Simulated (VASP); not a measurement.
# Cr (Im-3m) in VASP: further runs

The runs below take Cr through single point, relaxation of cell and atoms, with PBE.

Program: VASP 6.6.1. These are calculated values, not measurements. Logs are shortened: lines on timing, memory, paths and dates and some standing lists are left out, and cuts for length are marked.

## (1) The cell of the first run

It takes space group Im-3m (No. 229, cubic). The conventional cell has a = 2.787 Å, b = 2.787 Å, c = 2.787 Å, α = 90.00°, β = 90.00°, γ = 90.00°. Cr (site symmetry m-3m) has 14 Cr at 2.41 to 2.79 Å within 3.2 Å.

## (2) Single point, PBE, collinear spin, antiferromagnetic start (volume scaled by 0.92)

INCAR

```
SYSTEM = Cr
PREC = Accurate ; ENCUT = 520
EDIFF = 1E-7 ; ISMEAR = -1
SIGMA = 0.05 ; LREAL = .FALSE.
LASPH = .TRUE. ; NELM = 150
ALGO = Normal ; ISIF = 2
LWAVE = .FALSE. ; LCHARG = .FALSE.
ISPIN = 2 ; MAGMOM = 1.01 -1.01
LORBIT = 11 ; LMAXMIX = 4
GGA = PE ; NBANDS = 23
```

KPOINTS

```
Automatic mesh
0
G
  18 18 18
  0 0 0
```

POSCAR

```
Cr
1.0
    2.7867550325      0.0000000000      0.0000000000
    0.0000000000      2.7867550325      0.0000000000
    0.0000000000      0.0000000000      2.7867550325
Cr
2
Direct
    0.0000000000      0.0000000000      0.0000000000
    0.5000000000      0.5000000000      0.5000000000
```

Potentials or basis: VASP PAW PBE potentials, release 64 (Cr_pv).

Launch:

```bash
$ cat potpaw_PBE.64/Cr_pv/POTCAR > POTCAR
$ mpirun -np 1 vasp_std > vasp.out
```

OUTCAR:

```text
SYSTEM = Cr
   PREC = Accurate
   ENCUT = 520
   EDIFF = 1E-7
   ISMEAR = -1
   LREAL = .FALSE.
   LASPH = .TRUE.
   NELM = 150
   ISIF = 2
   ISPIN = 2
   LORBIT = 11
   GGA = PE

 ion  position               nearest neighbor table
   1  0.000  0.000  0.000-   2 2.41   2 2.41   2 2.41   2 2.41   2 2.41   2 2.41   2 2.41   2 2.41

   2  0.500  0.500  0.500-   1 2.41   1 2.41   1 2.41   1 2.41   1 2.41   1 2.41   1 2.41   1 2.41

  LATTYP: Found a simple cubic cell.
 ALAT       =     2.7867550325

  Lattice vectors:

 A1 = (   2.7867550325,   0.0000000000,   0.0000000000)
 A2 = (   0.0000000000,   2.7867550325,   0.0000000000)
 A3 = (   0.0000000000,   0.0000000000,   2.7867550325)

Analysis of symmetry for initial positions (statically):
=====================================================================
 Subroutine PRICEL returns following result:

  LATTYP: Found a body centered cubic cell.
 ALAT       =     2.7867550325

  Lattice vectors:

 A1 = (   1.3933775162,   1.3933775163,  -1.3933775162)
 A2 = (  -1.3933775162,   1.3933775162,   1.3933775162)
 A3 = (   1.3933775162,  -1.3933775162,   1.3933775163)

   2 primitive cells build up your supercell.

 Routine SETGRP: Setting up the symmetry group for a
 simple cubic supercell.

 Subroutine GETGRP returns: Found 48 space group operations
 (whereof 48 operations were pure point group operations)
 out of a pool of 48 trial point group operations.

The static configuration has the point symmetry O_h .

Analysis of symmetry for dynamics (positions and initial velocities):
=====================================================================
 Subroutine PRICEL returns following result:

  LATTYP: Found a body centered cubic cell.
 ALAT       =     2.7867550325

  Lattice vectors:

 A1 = (   1.3933775162,   1.3933775163,  -1.3933775162)
 A2 = (  -1.3933775162,   1.3933775162,   1.3933775162)
 A3 = (   1.3933775162,  -1.3933775162,   1.3933775163)

   2 primitive cells build up your supercell.

 Routine SETGRP: Setting up the symmetry group for a
 simple cubic supercell.

 Subroutine GETGRP returns: Found 48 space group operations
 (whereof 48 operations were pure point group operations)
 out of a pool of 48 trial point group operations.

The dynamic configuration has the point symmetry O_h .

Analysis of structural, dynamic, and magnetic symmetry:
=====================================================================
 Subroutine PRICEL returns following result:

  LATTYP: Found a body centered cubic cell.
 ALAT       =     2.7867550325

  Lattice vectors:

 A1 = (   1.3933775162,   1.3933775163,  -1.3933775162)
 A2 = (  -1.3933775162,   1.3933775162,   1.3933775162)
 A3 = (   1.3933775162,  -1.3933775162,   1.3933775163)

   2 primitive cells build up your supercell.

 Routine SETGRP: Setting up the symmetry group for a
 simple cubic supercell.

 Subroutine GETGRP returns: Found 48 space group operations
 (whereof 48 operations were pure point group operations)
 out of a pool of 48 trial point group operations.

The overall configuration has the point symmetry O_h .

 Subroutine INISYM returns: Found 48 space group operations
 (whereof 48 operations are pure point group operations),
 and found     2 'primitive' translations

----------------------------------------------------------------------------------------

                                     Primitive cell

  volume of cell :      10.8210

  direct lattice vectors                    reciprocal lattice vectors
     1.393377516  1.393377516 -1.393377516     0.358840296  0.358840296  0.000000000
    -1.393377516  1.393377516  1.393377516    -0.000000000  0.358840296  0.358840296
     1.393377516 -1.393377516  1.393377516     0.358840296  0.000000000  0.358840296

  length of vectors
     2.413400652  2.413400652  2.413400652     0.507476813  0.507476813  0.507476813

  position of ions in fractional coordinates (direct lattice)
     0.000000000  0.000000000  0.000000000

  ion indices of the primitive-cell ions
   primitive index   ion index
                 1           1

----------------------------------------------------------------------------------------

 KPOINTS: Automatic mesh

Automatic generation of k-mesh.
 Grid dimensions read from file:
 generate k-points for:   18   18   18

 Generating k-lattice:

  Cartesian coordinates                     Fractional coordinates (reciprocal lattice)
     0.019935572  0.000000000  0.000000000     0.055555556  0.000000000  0.000000000
     0.000000000  0.019935572  0.000000000     0.000000000  0.055555556  0.000000000
     0.000000000  0.000000000  0.019935572     0.000000000  0.000000000  0.055555556

  Length of vectors
     0.019935572  0.019935572  0.019935572

  Shift w.r.t. Gamma in fractional coordinates (k-lattice)
     0.000000000  0.000000000  0.000000000

 Subroutine IBZKPT returns following result:
 ===========================================

 Found    220 irreducible k-points:

 Following reciprocal coordinates:
            Coordinates               Weight
  0.000000  0.000000  0.000000      1.000000
  0.055556  0.000000  0.000000      6.000000
  0.111111  0.000000  0.000000      6.000000
  0.166667  0.000000  0.000000      6.000000
  0.222222  0.000000  0.000000      6.000000
  0.277778  0.000000  0.000000      6.000000
[... 16 lines left out ...]
  0.277778  0.111111  0.000000     24.000000
  0.333333  0.111111  0.000000     24.000000
 [... further k-points ...]
   k-points           NKPTS =    220   k-points in BZ     NKDIM =    220   number of bands    NBANDS=     23
   number of dos      NEDOS =    301   number of ions     NIONS =      2
   total plane-waves  NPLWV =  13824
   dimension x,y,z NGX =    24 NGY =   24 NGZ =   24
   dimension x,y,z NGXF=    48 NGYF=   48 NGZF=   48
   ions per type =               2
   NGX,Y,Z   is equivalent  to a cutoff of  14.32, 14.32, 14.32 a.u.
   NGXF,Y,Z  is equivalent  to a cutoff of  28.63, 28.63, 28.63 a.u.
 SYSTEM =  Cr
   PREC   = accura    normal or accurate (medium, high low for compatibility)
   ISTART =      0    job   : 0-new  1-cont  2-samecut
   ICHARG =      2    charge: 1-file 2-atom 10-const
   ISPIN  =      2    spin polarized calculation?
   LNONCOLLINEAR =      F non collinear calculations
   LSORBIT =      F    spin-orbit coupling
   LASPH  =      T    aspherical Exc in radial PAW
   ENCUT  =  520.0 eV  38.22 Ry    6.18 a.u.   5.18  5.18  5.18*2*pi/ulx,y,z
   NELM   =    150;   NELMIN=  2; NELMDL= -5     # of ELM steps
   EDIFF  = 0.1E-06   stopping-criterion for ELM
   LREAL  =      F    real-space projection
   EDIFFG = 0.1E-05   stopping-criterion for IOM
   NSW    =      0    number of steps for IOM
   IBRION =     -1    ionic relax: 0-MD 1-quasi-New 2-CG
   NFREE  =      0    steps in history (QN), initial steepest desc. (CG)
   ISIF   =      2    stress and relaxation
   ISYM   =      2    0-nonsym 1-usesym 2-fastsym
   POTIM  = 0.5000    time-step for ionic-motion
   TEBEG  =    0.0;   TEEND  =   0.0 temperature during run
   PSTRESS=    0.0 pullay stress
   NELECT =      24.0000    total number of electrons
   NUPDOWN=      -1.0000    fix difference up-down
   EMIN   =  10.00;   EMAX   =-10.00  energy-range for DOS
   EFERMI =   0.00;   METHOD = LEGACY
   ISMEAR =    -1;   SIGMA  =   0.05  broadening in eV -4-tet -1-fermi 0-gaus
   EFERMI_NEDOS =   21; number of points for ismear=-14 and -15
   IALGO  =     38    algorithm
   IMIX   =      4    mixing-type and parameters
     AMIX     =   0.40;   BMIX     =  1.00
     AMIX_MAG =   1.60;   BMIX_MAG =  1.00
  volume/ion in A,a.u.               =      10.82        73.02
  Fermi-wavevector in a.u.,A,eV,Ry     =   1.694519  3.202177 39.067697  2.871395
  Thomas-Fermi vector in A             =   2.775729
   LORBIT       =     11    0 simple, 1 ext, 2 COOP (PROOUT), +10 PAW based schemes
   GGA     = PE    functional components
   LHFCALC =     F    Hartree Fock is set to
   AEXX    =    0.0000 exact exchange contribution
   IVDW    =     0    specifies the selected vdW correction
   LEPSILON=     F    determine dielectric tensor
   LRPA    =     F    only Hartree local field effects (RPA)
 spin polarized calculation
  energy-cutoff  :      520.00
  volume of cell :       21.64
 maximum number of plane-waves:       624
 NGX is ok and might be reduce to    24
   NGX = 11   NGY = 11   NGZ = 11

 number of electron      24.0000017 magnetization       0.0000000

 number of electron      24.0000017 magnetization      -0.0000000

 Free energy of the ion-electron system (eV)
  ---------------------------------------------------
  ext. energy  EPLUGINS =         0.00000000
  ---------------------------------------------------
  free energy    TOTEN  =       -18.95836548 eV

  energy without entropy =      -18.94829705  energy(sigma->0) =      -18.95333126

 E-fermi :  11.9357     XC(G=0): -14.0539

 val. band max:       11.9320290696   @ k =   0.5000   0.3889   0.0000
 cond. band min:      11.9399508928   @ k =   0.4444   0.0556   0.0556
 fundamental gap:      0.0079218232
 Fermi energy:        11.9356500880

 spin component 1

 k-point     1 :       0.0000    0.0000    0.0000
  band No.  band energies     occupation
      1     -31.4932      1.00000
      2     -31.4932      1.00000
      3     -31.4932      1.00000
      4     -30.6269      1.00000
      5     -30.6269      1.00000
      6     -30.6269      1.00000
[... 15 lines left out ...]
     22      23.1627      0.00000
     23      30.2208      0.00000

 k-point     2 :       0.0556    0.0000    0.0000
  band No.  band energies     occupation
      1     -31.4947      1.00000
      2     -31.4878      1.00000
      3     -31.4878      1.00000
      4     -30.6389      1.00000
      5     -30.6316      1.00000
      6     -30.6316      1.00000
[... 15 lines left out ...]
     22      23.3332      0.00000
     23      30.2223      0.00000
[... 544 lines left out ...]
     22      26.9030      0.00000
     23      30.6918      0.00000

 k-point    24 :       0.3333    0.1111    0.0000
  band No.  band energies     occupation
      1     -31.5669      1.00000
      2     -31.3380      1.00000
      3     -31.3209      1.00000
      4     -30.9651      1.00000
      5     -30.7770      1.00000
      6     -30.7236      1.00000
[... 15 lines left out ...]
     22      28.0166      0.00000
     23      30.7287      0.00000

 [... further k-points ...]

 spin component 2

 k-point     1 :       0.0000    0.0000    0.0000
  band No.  band energies     occupation
      1     -31.4932      1.00000
      2     -31.4932      1.00000
      3     -31.4932      1.00000
      4     -30.6269      1.00000
      5     -30.6269      1.00000
      6     -30.6269      1.00000
[... 15 lines left out ...]
     22      23.1627      0.00000
     23      30.2208      0.00000

 k-point     2 :       0.0556    0.0000    0.0000
  band No.  band energies     occupation
      1     -31.4947      1.00000
      2     -31.4878      1.00000
      3     -31.4878      1.00000
      4     -30.6389      1.00000
      5     -30.6316      1.00000
      6     -30.6316      1.00000
[... 15 lines left out ...]
     22      23.3332      0.00000
     23      30.2223      0.00000
[... 544 lines left out ...]
     22      26.9030      0.00000
     23      30.6918      0.00000

 k-point    24 :       0.3333    0.1111    0.0000
  band No.  band energies     occupation
      1     -31.5669      1.00000
      2     -31.3380      1.00000
      3     -31.3209      1.00000
      4     -30.9651      1.00000
      5     -30.7770      1.00000
      6     -30.7236      1.00000
[... 15 lines left out ...]
     22      28.0166      0.00000
     23      30.7287      0.00000

 [... further k-points ...]

------------------------ aborting loop because EDIFF is reached ----------------------------------------

  FORCE on cell =-STRESS in cart. coord.  units (eV):
  Direction    XX          YY          ZZ          XY          YZ          ZX
  --------------------------------------------------------------------------------------
  -------------------------------------------------------------------------------------
  Total        2.6378641      2.6378641      2.6378641      0.0000000     -0.0000000      0.0000000
  in kB      195.2839770    195.2839770    195.2839770      0.0000000     -0.0000000      0.0000000
  external PRESSURE =     195.2839770 kB  Pullay stress =       0.0000000 kB

 VOLUME and BASIS-vectors are now :
 -----------------------------------------------------------------------------
  energy-cutoff  :      520.00
  volume of cell :       21.64
      direct lattice vectors                 reciprocal lattice vectors
     2.786755032  0.000000000  0.000000000     0.358840296  0.000000000  0.000000000
     0.000000000  2.786755032  0.000000000     0.000000000  0.358840296  0.000000000
     0.000000000  0.000000000  2.786755032     0.000000000  0.000000000  0.358840296

 POSITION                                       TOTAL-FORCE (eV/Angst)
 -----------------------------------------------------------------------------------
      0.00000      0.00000      0.00000         0.000000      0.000000      0.000000
      1.39338      1.39338      1.39338        -0.000000     -0.000000     -0.000000
 -----------------------------------------------------------------------------------
    total drift:                                0.000000      0.000000     -0.000000

  FREE ENERGIE OF THE ION-ELECTRON SYSTEM (eV)
  ---------------------------------------------------
  free  energy   TOTEN  =       -18.9583654764 eV

  energy  without entropy=      -18.9482970535  energy(sigma->0) =      -18.95333126

 total charge

# of ion       s       p       d       tot
------------------------------------------
    1        0.466   6.448   4.298  11.212
    2        0.466   6.448   4.298  11.212
--------------------------------------------------
tot          0.931  12.896   8.596  22.423

 magnetization (x)

# of ion       s       p       d       tot
------------------------------------------
    1        0.005   0.002   0.401   0.408
    2       -0.005  -0.002  -0.401  -0.408
--------------------------------------------------
tot          0.000   0.000   0.000   0.000
```

Wall time 3.2 min (1 thread of Intel Xeon Platinum 8259CL at 2.50GHz (Skylake/Cascade Lake), shared host); peak memory 0.27 GiB.

What came out:

| Item | Value |
| --- | --- |
| Free energy | -18.9584 eV |
| Pressure | 19.5 GPa |
| Band gap on the k mesh | zero (filled and empty bands overlap) |
| Net moment | 0.00 μB per cell |
| Site moments | Cr +0.41, -0.41 μB |
| Valence electrons inside the program's atomic spheres | Cr 11.21 |

(Part 1 of 2 ends here.)
